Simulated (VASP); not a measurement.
Runs of VASP 6.6.1 on CdTe (rocksalt type). The structure is that of space group Fm-3m (No. 225), or close to it. The cells are those of the table. 

```csv
cell,gap on the mesh (eV),pressure (GPa)
"a = 4.213 Å, angles 60.0°, 2 atoms",none,4.1
"a = 3.992 Å, angles 60.0°, 2 atoms",none,20.9
"a = 3.706 Å, angles 60.0°, 2 atoms",none,70.5
"a = 4.300 Å, angles 60.0°, 2 atoms",none,(a)
```

Alike in all rows: task single point; level r2SCAN; potentials or basis VASP PAW PBE potentials, release 64 (Cd, Te); no spin polarisation; k mesh 13 × 13 × 13; cutoff (eV) 520; smearing fermi-dirac 0.05 eV.

**Question.** Estimate the missing entries.

**Answer.** (a) 0.2.

Caveats: the PAW data sets were made with another functional, which shifts forces and pressure a little; spin-orbit coupling is left out, which moves the levels of the heavy elements.

A k mesh can miss the band edges, and the runs leave out spin-orbit coupling on Cd, Te.

A gap of «none» marks levels without a gap at the run's occupations.
